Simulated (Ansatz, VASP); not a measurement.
**HgTe in VASP and in Ansatz**

```xyz
2
Lattice="0.0000 3.2235 3.2557 3.2235 0.0000 3.2557 3.2235 3.2235 0.0000" Properties=species:S:1:pos:R:3 pbc="T T T"
Hg    0.0000    0.0000    0.0000
Te    4.8353    4.8353    4.8836
```

Change from the starting cell: zz strain of +1 %.

Alike in both runs: task single point; functional PBE; k mesh 11 × 11 × 11; occupations fermi-dirac, width 0.03 eV; no spin polarisation.

|  | VASP | Ansatz |
| --- | --- | --- |
| version | VASP 6.6.1 | Ansatz 0.2.0 |
| potentials or method | VASP PAW PBE potentials, release 64 (Hg, Te), cutoff 500 eV | all-electron LAPW, scalar-relativistic |

```tsv
	VASP	Ansatz	Ansatz less VASP
pressure (GPa)	3.6	3.5	-0.07
traceless stress, the component that is largest in VASP (GPa)	-0.08	-0.08	0.000
```

Ansatz ran all-electron here, and VASP with PAW potentials.

Spin-orbit coupling is off throughout.
